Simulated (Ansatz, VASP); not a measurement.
# CuO in VASP and in Ansatz

Contents of POSCAR:

```
CuO
1.0
    2.3463500000     -1.7141500000      0.0000000000
    2.3463500000      1.7141500000      0.0000000000
   -0.8519200000      0.0000000000      5.0658700000
Cu O
2 2
Direct
    0.0033000000      0.4967000000      0.0000000000
    0.4967000000      0.0033000000      0.5000000000
    0.5719000000      0.4073000000      0.2602000000
    0.4073000000      0.5719000000      0.7602000000
```

INCAR.step1

```
SYSTEM = CuO
PREC = Accurate
ENCUT = 770
ISMEAR = -1
SIGMA = 0.05
LREAL = .False.
LASPH = .True.
NELM = 120
NBANDS = 33
GGA = PE
ALGO = Normal
EDIFF = 1E-5
LWAVE = .True.
LCHARG = .False.
GGA_COMPAT = .False.
```

Contents of INCAR.step2:

```
SYSTEM = CuO
PREC = Accurate
ENCUT = 770
EDIFF = 1E-6
ISMEAR = -1
SIGMA = 0.05
LREAL = .False.
LASPH = .True.
NELM = 120
ALGO = Normal
ISIF = 2
LWAVE = .False.
LCHARG = .False.
METAGGA = R2SCAN
LMIXTAU = .True.
NBANDS = 33
ISTART = 1
GGA_COMPAT = .False.
```

The input KPOINTS:

```
Automatic mesh
0
Gamma
  7 7 4
  0 0 0
```

Input for Ansatz:

```yaml
crystal:
  lattice:
    - [2.34635, -1.71415, 0.0]
    - [2.34635, 1.71415, 0.0]
    - [-0.85192, 0.0, 5.06587]
  atoms:
    - { symbol: Cu, position: [0.0033, 0.4967, 0.0] }
    - { symbol: Cu, position: [0.4967, 0.0033, 0.5] }
    - { symbol: O, position: [0.5719, 0.4073, 0.2602] }
    - { symbol: O, position: [0.4073, 0.5719, 0.7602] }
hamiltonian:
  xc: r2scan
  pseudopotentials: { kind: paw }
basis:
  ecutwfc: 500
kpoints:
  mp_grid: { grid: [7, 7, 4] }
scf:
  occupations: { method: fermi_dirac, width: 0.05 }
  lower_state_search: "off"
output:
  forces: true
  stress: true
```

Alike in both runs: task single point; functional r2SCAN; k mesh 7 × 7 × 4; occupations fermi-dirac, width 0.05 eV; no spin polarisation.

|  | VASP | Ansatz |
| --- | --- | --- |
| version | VASP 6.6.1 | Ansatz 0.2.0 |
| potentials or method | VASP PAW PBE potentials, release 64 (Cu_sv_GW, O), cutoff 770 eV | PAW, plane waves, scalar-relativistic |
| valence electrons in the cell | 50 | 50 |

VASP gave:

```
pressure (GPa)                                                : -3.2
traceless stress, the component that is largest in VASP (GPa) : -1.71
rms of the force components (eV/Å)                            : 0.559
```

Estimate Ansatz's values.

pressure (GPa): -1.2; traceless stress, the component that is largest in VASP (GPa): -1.80; rms of the force components (eV/Å): 0.549.

VASP's potentials were made for PBE, not for r2SCAN. Atom by atom the forces differ by 0.015 eV/Å (rms over components).
